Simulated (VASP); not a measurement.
Wanted: the native input for a VASP 6.6.1 run.

```
Task                   : single point
Functional             : PBE
Potentials or basis    : VASP PAW PBE potentials, release 64 (Zr_sv, Si)
Cutoff                 : 520 eV
k mesh                 : 14 × 14 × 14
Occupations            : gaussian, width 0.05 eV
Spin                   : no spin polarisation
Dipole correction      : no
Further INCAR settings : ALGO = Normal; EDIFF = 1e-06; NBANDS = 17
```

The structure of ZrSi2 lies in POSCAR:

```
ZrSi2
1.0
   -1.6438588907      1.6438588907      4.5852081499
    1.6438588907     -1.6438588907      4.5852081499
    1.6438588907      1.6438588907     -4.5852081499
Zr Si
1 2
Direct
    0.0218092607      0.0218092607      0.0000000000
    0.3100427431      0.3100427431      0.0000000000
    0.6899572569      0.6899572569      0.0000000000
```

This cell differs from its parent crystal: atom 1 (Zr) moved 0.2 Å along z.

The input as run:

INCAR

```
SYSTEM = ZrSi2
PREC = Accurate
ENCUT = 520
EDIFF = 1E-6
ISMEAR = 0
SIGMA = 0.05
LREAL = .FALSE.
LASPH = .TRUE.
NELM = 100
ALGO = Normal
ISIF = 2
LWAVE = .FALSE.
LCHARG = .FALSE.
GGA = PE
NBANDS = 17
```

KPOINTS

```
regular mesh
0
G
  14 14 14
  0 0 0
```

Potentials or basis: VASP PAW PBE potentials, release 64 (Zr_sv, Si).

Launch:

```sh
$ cat potpaw_PBE.64/Zr_sv/POTCAR potpaw_PBE.64/Si/POTCAR > POTCAR
$ mpirun -np 1 vasp_std > vasp.out
```

Results of the run:

* Pressure: 2.3 GPa
* Largest force: 1.977 eV/Å
* Band gap on the k mesh: zero (bands 10 and 11 overlap by 1.26 eV)

Caveat: the cell differs from its parent crystal (atom 1 (Zr) moved 0.2 Å along z); forces of over 1 eV/Å act on the atoms, so gaps and moduli don't describe the material at rest.

Wall time 3.7 min on 1 thread of AMD EPYC 9R45 96-Core Processor (Zen 5), with other jobs on the host, peak memory 0.35 GiB.
